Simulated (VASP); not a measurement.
Wanted: the native input for a VASP 6.6.1 run.

```yaml
Task: single point
Functional: PBE
Potentials_or_basis: VASP PAW PBE potentials, release 64 (B, N)
Cutoff: 520 eV
k_mesh: 1 × 1 × 1, shifted
Occupations: fermi-dirac, width 0.01 eV
Spin: no spin polarisation
Dipole_correction: no
Further_INCAR_settings: LREAL = Auto; ALGO = Normal; EDIFF = 1e-06; NBANDS = 86
```

The structure of BN (BN (F-43m)) lies in POSCAR:

```
BN
1.0
   -3.6241103844      3.6241103844     -3.6241103844
    3.6241103844      3.6241103844      3.6241103844
    3.6241103844     -3.6241103844     -3.6241103844
B N
16 16
Direct
    0.0000000000      0.0000000000      0.0000000000
    0.0000000000      0.2500000000      0.7500000000
    0.0000000000      0.5000000000      0.5000000000
    0.0000000000      0.7500000000      0.2500000000
    0.2500000000      0.0000000000      0.7500000000
    0.2500000000      0.2500000000      0.5000000000
    0.2500000000      0.5000000000      0.2500000000
    0.2500000000      0.7500000000      0.0000000000
    0.5000000000      0.0000000000      0.5000000000
    0.5000000000      0.2500000000      0.2500000000
    0.5000000000      0.5000000000      0.0000000000
    0.5000000000      0.7500000000      0.7500000000
    0.7500000000      0.0000000000      0.2500000000
    0.7500000000      0.2500000000      0.0000000000
    0.7500000000      0.5000000000      0.7500000000
    0.7500000000      0.7500000000      0.5000000000
    0.0000000000      0.0000000000      0.2500000000
    0.0000000000      0.2500000000      0.0000000000
    0.0000000000      0.5000000000      0.7500000000
    0.0000000000      0.7500000000      0.5000000000
    0.2500000000      0.0000000000      0.0000000000
    0.2500000000      0.2500000000      0.7500000000
    0.2500000000      0.5000000000      0.5000000000
    0.2500000000      0.7500000000      0.2500000000
    0.5000000000      0.0000000000      0.7500000000
    0.5000000000      0.2500000000      0.5000000000
    0.5000000000      0.5000000000      0.2500000000
    0.5000000000      0.7500000000      0.0000000000
    0.7500000000      0.0000000000      0.5000000000
    0.7500000000      0.2500000000      0.2500000000
    0.7500000000      0.5000000000      0.0000000000
    0.7500000000      0.7500000000      0.7500000000
```

One way to write it, as run:

INCAR

```
ALGO = Normal ; EDIFF = 1E-6
ENCUT = 520 ; GGA = PE
ISIF = 2 ; ISMEAR = -1
LASPH = True ; LCHARG = True
LELF = True ; LREAL = Auto
LVHAR = True ; LWAVE = False
NBANDS = 86 ; NELM = 80
PREC = Accurate ; SIGMA = 0.01
```

KPOINTS

```
Automatic mesh
0
Gamma
  1 1 1
  0.25 0.25 0.25
```

Potentials or basis: VASP PAW PBE potentials, release 64 (B, N).

Command:

```bash
$ cat potpaw_PBE.64/B/POTCAR potpaw_PBE.64/N/POTCAR > POTCAR
$ mpirun -np 1 vasp_std > vasp.out
```

Results of the run:

```yaml
Pressure: 0.7 GPa
Band_gap_on_the_k_mesh: 8.62 eV
```

Caveat: the k points lie up to 1.23 Å⁻¹ apart.

Run time: 28 s on 1 thread of Intel(R) Xeon(R) 6975P-C (Granite Rapids), on a shared host, peak memory 0.32 GiB.
